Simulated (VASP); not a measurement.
# W: single point with r2SCAN50

Crystal: W.

```
W
1.0
    -1.58234    1.58234    1.58234
     1.58234   -1.58234    1.58234
     1.58234    1.58234   -1.58234
W
1
Direct
  0.00000 0.00000 0.00000
```

| Property | Result |
| --- | --- |
| Program | VASP 6.6.1 |
| Task | single point |
| Functional | r2SCAN50 |
| Potentials or basis | VASP PAW PBE potentials, release 64 (W_sv) |
| Cutoff | 520 eV |
| k mesh | 6 × 6 × 6 |
| Occupations | fermi-dirac, width 0.05 eV |
| Spin | no spin polarisation |
| Dipole correction | no |
| Grid for exact exchange (PRECFOCK) | Normal |
| Further INCAR settings | ALGO = Normal; EDIFF = 1e-06; NBANDS = 13 |
| Share of exact exchange | 0.5 |

```yaml
Pressure: -11.8 GPa
Band_gap_on_the_k_mesh: zero (bands 7 and 8 overlap by 10.24 eV)
```

Levels at points of the mesh, in eV from the Fermi level:
| k point | band 5 | band 6 | band 7 | band 8 | band 9 | band 10 |
| --- | --- | --- | --- | --- | --- | --- |
| (0.00, 0.00, 0.00) | -13.11 | -2.62 | -2.62 | -2.62 | 4.95 | 4.95 |
| (0.50, 0.00, 0.00) | -8.87 | -5.62 | 0.61 | 4.72 | 5.91 | 8.68 |
| (0.50, 0.50, 0.50) | -7.93 | -7.93 | 7.62 | 7.62 | 7.62 | 10.63 |

Run time: 16 min on 1 thread of AMD EPYC 7R13 Processor (Zen 3), on a shared host, peak memory 0.11 GiB.

Caveat: the k points lie up to 0.47 Å⁻¹ apart, too coarse for converged energies and pressures of a metal; the PAW data sets were made with another functional, which shifts forces and pressure a little; spin-orbit coupling is left out, which moves the levels of the heavy elements.
